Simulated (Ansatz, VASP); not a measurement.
# Two plane-wave programs on SnO2

The input POSCAR:

```
SnO2
1.0
    4.7424589649      0.0000000000      0.0000000000
    0.0000000000      4.7426250360      0.0000000000
    0.0000000000      0.0000000000      3.1941747601
Sn O
2 4
Direct
    0.5000000000      0.5000000000      0.5000000000
    0.0000000000      0.0000000000      0.0000000000
    0.3057450903      0.3058098739      0.0000000000
    0.8057450903      0.1941901261      0.5000000000
    0.1942549097      0.8058098739      0.5000000000
    0.6942549097      0.6941901261      0.0000000000
```

Contents of INCAR.step1:

```
SYSTEM = SnO2
PREC     = Accurate       ! precision mode
ENCUT    = 520            ! plane-wave cutoff, eV
ISMEAR   = 0              ! smearing method
SIGMA    = 0.02           ! smearing width, eV
LREAL    = .FALSE.        ! projectors in reciprocal space
LASPH    = .TRUE.         ! aspherical terms in the spheres
NELM     = 100            ! most SCF steps
NBANDS   = 35             ! bands
GGA      = PE             ! functional
ALGO     = Normal         ! electronic algorithm
EDIFF    = 1E-4           ! SCF threshold, eV
LWAVE    = .TRUE.         ! write WAVECAR
LCHARG   = .FALSE.        ! write CHGCAR
```

File INCAR.step2:

```
SYSTEM = SnO2
PREC     = Accurate       ! precision mode
ENCUT    = 520            ! plane-wave cutoff, eV
EDIFF    = 1E-6           ! SCF threshold, eV
ISMEAR   = 0              ! smearing method
SIGMA    = 0.02           ! smearing width, eV
LREAL    = .FALSE.        ! projectors in reciprocal space
LASPH    = .TRUE.         ! aspherical terms in the spheres
NELM     = 100            ! most SCF steps
ALGO     = Normal         ! electronic algorithm
ISIF     = 2              ! what is computed and relaxed
LWAVE    = .FALSE.        ! write WAVECAR
LCHARG   = .FALSE.        ! write CHGCAR
METAGGA  = R2SCAN         ! meta-GGA
LMIXTAU  = .TRUE.       
NBANDS   = 35             ! bands
ISTART   = 1
```

The input KPOINTS:

```
regular mesh
0
G
  6 6 8
  0 0 0
```

Input for Ansatz:

```yaml
crystal:
  lattice:
    - [4.7424589649, 0.0, 0.0]
    - [0.0, 4.742625036, 0.0]
    - [0.0, 0.0, 3.1941747601]
  atoms:
    - { symbol: Sn, position: [0.5, 0.5, 0.5] }
    - { symbol: Sn, position: [0.0, 0.0, 0.0] }
    - { symbol: O, position: [0.3057450903, 0.3058098739, 0.0] }
    - { symbol: O, position: [0.8057450903, 0.1941901261, 0.5] }
    - { symbol: O, position: [0.1942549097, 0.8058098739, 0.5] }
    - { symbol: O, position: [0.6942549097, 0.6941901261, 0.0] }
basis:
  ecutwfc: 500
kpoints:
  mp_grid: { grid: [6, 6, 8] }
  band_path: { path: [VBM, CBM], npoints: 2 }
hamiltonian:
  xc: r2scan
scf:
  occupations: { method: gaussian, width: 0.02 }
output:
  forces: true
  stress: true
  eigenvalues: true
checkpoint:
  read: start.run
  write: ck
  compress: false
  write_wavefunctions: false
  write_every: 100000
```

Alike in both runs: task single point; functional r2SCAN; k mesh 6 × 6 × 8; occupations gaussian, width 0.02 eV; no spin polarisation.

```csv
,VASP,Ansatz
version,VASP 6.6.1,Ansatz 0.2.0
potentials or method,"VASP PAW PBE potentials, release 64 (Sn_d, O), cutoff 520 eV","scalar-relativistic, plane waves, PAW"
valence electrons in the cell,52,52
```

|  | VASP | Ansatz | Ansatz less VASP |
| --- | --- | --- | --- |
| gap on the k mesh at the Fermi level (eV) | 1.90 | 1.87 | -0.028 |
| least direct gap on the mesh (eV) | 1.90 | 1.87 | -0.028 |
| pressure (GPa) | 3.1 | 2.0 | -1.14 |
| traceless stress, the component that is largest in VASP (GPa) | 0.44 | 0.09 | -0.345 |
| rms of the force components (eV/Å) | 0.016 | 0.003 | -0.0127 |

VASP's potentials were made for PBE, not for r2SCAN. Atom by atom the forces differ by 0.013 eV/Å (rms over components). With one functional, cell and mesh, what is left measures potentials, basis and numerics.
